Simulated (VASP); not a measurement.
Set up this calculation in VASP 6.6.1, as the native input.

```
Task                   : single point
Functional             : PBEsol
Potentials or basis    : VASP PAW PBE potentials, release 64 (Mg, Ag, H)
Cutoff                 : 520 eV
k mesh                 : 6 × 6 × 6
Occupations            : fermi-dirac, width 0.03 eV
Spin                   : no spin polarisation
Dipole correction      : no
Further INCAR settings : ALGO = Normal; EDIFF = 1e-06; NBANDS = 27
```

The structure of MgAgH3 lies in POSCAR:

```
MgAgH3
1.0
    0.0000000000      3.7224842735      3.7224842735
    3.7224842735      0.0000000000      3.7224842735
    3.7224842735      3.7224842735      0.0000000000
Mg Ag H
2 2 6
Direct
    0.2500000000      0.2500000000      0.2500000000
    0.7500000000      0.7500000000      0.7500000000
    0.5000000000      0.5000000000      0.5000000000
    0.0000000000      0.0000000000      0.0000000000
    0.2500002692      0.2500002692      0.7499997308
    0.2500002692      0.7499997308      0.7499997308
    0.7499997308      0.7499997308      0.2500002692
    0.2500002692      0.7499997308      0.2500002692
    0.7499997308      0.2500002692      0.7499997308
    0.7499997308      0.2500002692      0.2500002692
```

One way to write it, as run:

INCAR

```
SYSTEM = MgAgH3
ALGO = Normal
EDIFF = 1E-6
ENCUT = 520
GGA = PS
ISIF = 2
ISMEAR = -1
LASPH = .True.
LCHARG = .True.
LELF = .True.
LREAL = .False.
LVHAR = .True.
LWAVE = .False.
NBANDS = 27
NELM = 100
PREC = Accurate
SIGMA = 0.03
```

KPOINTS

```
k-points
0
Gamma
  6 6 6
  0 0 0
```

Potentials or basis: VASP PAW PBE potentials, release 64 (Mg, Ag, H).

The run is started by

```bash
$ cat potpaw_PBE.64/Mg/POTCAR potpaw_PBE.64/Ag/POTCAR potpaw_PBE.64/H/POTCAR > POTCAR
$ mpirun -np 1 vasp_std > vasp.out
```

Results of the run:

| Property | Result |
| --- | --- |
| Pressure | -0.3 GPa |
| Band gap on the k mesh | zero (bands 16 and 17 overlap by 1.48 eV) |

Caveat: the PAW data sets were made with another functional, which shifts forces and pressure a little.

Run time: 73 s on 1 thread of Intel(R) Xeon(R) Platinum 8259CL CPU @ 2.50GHz (Skylake/Cascade Lake) (shared host), peak memory 0.26 GiB.
